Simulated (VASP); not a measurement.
Set up this calculation in VASP 6.6.1, as the native input.

```yaml
Task: single point
Functional: r2SCAN
Potentials_or_basis: VASP PAW PBE potentials, release 64 (Fe)
Cutoff: 520 eV
k_mesh: 20 × 20 × 20
Occupations: gaussian, width 0.1 eV
Spin: collinear spin, ferromagnetic start
Starting_moments: "[3.09] μB"
Dipole_correction: no
Further_INCAR_settings: ALGO = Normal; EDIFF = 1e-07; NBANDS = 14
```

Crystal: Fe.

```
Fe
1.0
    -1.44744    1.44744    1.44744
     1.44744   -1.44744    1.44744
     1.44744    1.44744   -1.44744
Fe
1
Direct
  0.00000 0.00000 0.00000
```

One way to write it, as run:

POSCAR

```
Fe
1.0
   -1.4474430090      1.4474430090      1.4474430090
    1.4474430090     -1.4474430090      1.4474430090
    1.4474430090      1.4474430090     -1.4474430090
Fe
1
Direct
    0.0000000000      0.0000000000      0.0000000000
```

INCAR.step1

```
ALGO = Normal ; EDIFF = 1E-4
ENCUT = 520 ; GGA = PE
ISMEAR = 0 ; ISPIN = 2
LASPH = T ; LCHARG = F
LMAXMIX = 4 ; LREAL = F
LWAVE = T ; MAGMOM = 3.09
NBANDS = 14 ; NELM = 150
PREC = Accurate ; SIGMA = 0.1
```

INCAR.step2

```
ALGO = Normal ; EDIFF = 1E-7
ENCUT = 520 ; ISIF = 2
ISMEAR = 0 ; ISPIN = 2
ISTART = 1 ; LASPH = T
LCHARG = T ; LELF = T
LMAXMIX = 4 ; LMIXTAU = T
LORBIT = 11 ; LREAL = F
LVHAR = T ; LWAVE = F
MAGMOM = 3.09 ; METAGGA = R2SCAN
NBANDS = 14 ; NELM = 150
PREC = Accurate ; SIGMA = 0.1
```

KPOINTS

```
k-points
0
Gamma
  20 20 20
```

Potentials or basis: VASP PAW PBE potentials, release 64 (Fe).

Command:

```sh
$ cat potpaw_PBE.64/Fe/POTCAR > POTCAR
$ cp INCAR.step1 INCAR
$ mpirun -np 1 vasp_std > vasp.out
$ cp INCAR.step2 INCAR
$ mpirun -np 1 vasp_std > vasp.out
```

Results of the run:

```json
{
  "Pressure": "-5.8 GPa",
  "Net moment": "2.66 μB per cell",
  "Site moments": "Fe +2.74 μB",
  "Valence electrons inside the program's atomic spheres": "Fe 7.14"
}
```

Caveat: the cell stands under tension; the PAW data sets were made with another functional, which shifts forces and pressure a little.

It took 4.5 min on 1 thread of Intel(R) Xeon(R) Platinum 8488C (Sapphire Rapids), with other jobs on the host, peak memory 0.18 GiB.
